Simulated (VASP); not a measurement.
A run of VASP 6.6.1 is set up as follows.

The input INCAR:

```
PREC = Accurate ; ENCUT = 500
EDIFF = 1E-6 ; ISMEAR = 0
SIGMA = 0.1 ; LREAL = False
LASPH = True ; NELM = 120
ALGO = Normal ; ISIF = 2
LWAVE = False ; LCHARG = False
GGA = PE ; NBANDS = 36
GGA_COMPAT = False
```

KPOINTS

```
Automatic mesh
0
Gamma
  10 10 10
```

POSCAR

```
MnSn3
1.0
    4.4374333121      0.0000000000      0.0000000000
    0.0000000000      4.4374333121      0.0000000000
    0.0000000000      0.0000000000      4.4374333121
Sn Mn
3 1
Direct
    0.0000000000      0.5000000000      0.5000000000
    0.5000000000      0.0000000000      0.5000000000
    0.5000000000      0.5000000000      0.0000000000
    0.0000000000      0.0000000000      0.0000000000
```

Potentials or basis: VASP PAW PBE potentials, release 64 (Sn_d, Mn_pv).

Command:

```bash
$ cat potpaw_PBE.64/Sn_d/POTCAR potpaw_PBE.64/Mn_pv/POTCAR > POTCAR
$ mpirun -np 1 vasp_std > vasp.out
```

Q: Estimate the band gap on the k mesh.

A: Zero (an odd number of electrons rules out a gap without spin polarisation).

Q: Predict the pressure.

A: -0.1 GPa.

Caveat: spin-orbit coupling is left out, which moves the levels of the heavy elements; the run has no spin polarisation, though such a crystal can be magnetic. Spin polarisation is off, so any magnetic state and its effect on volume and gap are missing.
